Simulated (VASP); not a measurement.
Runs of VASP 6.6.1 on Ag. The structure is that of space group Fm-3m (No. 225), or close to it. The cells are those of the table. 

```csv
cell,gap on the mesh (eV),pressure (GPa)
"a = 2.954, b = 2.954, c = 2.976 Å, angles 59.8, 59.8, 60.5°, 1 atom",none,-8.8
"a = 2.911, b = 2.911, c = 2.889 Å, angles 60.2, 60.2, 59.5°, 1 atom",none,-4.3
"a = 2.912, b = 2.912, c = 2.846 Å, angles 60.7, 60.7, 58.5°, 1 atom",none,-2.7
"a = 2.954, b = 2.954, c = 2.933 Å, angles 60.2, 60.2, 59.5°, 1 atom",none,(c)
"a = 2.846 Å, angles 60.0°, 1 atom",none,2.5
"a = 2.868, b = 2.868, c = 2.803 Å, angles 60.8, 60.8, 58.5°, 1 atom",none,2.7
"a = 2.933 Å, angles 60.0°, 1 atom",none,(a)
"a = 2.933, b = 2.933, c = 2.889 Å, angles 60.5, 60.5, 59.0°, 1 atom",none,(b)
```

Alike in all rows: task single point; level PBEsol; potentials or basis VASP PAW PBE potentials, release 64 (Ag); no spin polarisation; k mesh 20 × 20 × 20; cutoff (eV) 520; smearing gaussian 0.15 eV.

Q: Fill in the values left out.

A: (a) -6.8; (b) -5.6; (c) -7.9.

Caveats: the PAW data sets were made with another functional, which shifts forces and pressure a little.

A k mesh can miss the band edges, and the runs leave out spin-orbit coupling on Ag.

A gap of «none» marks levels without a gap at the run's occupations.
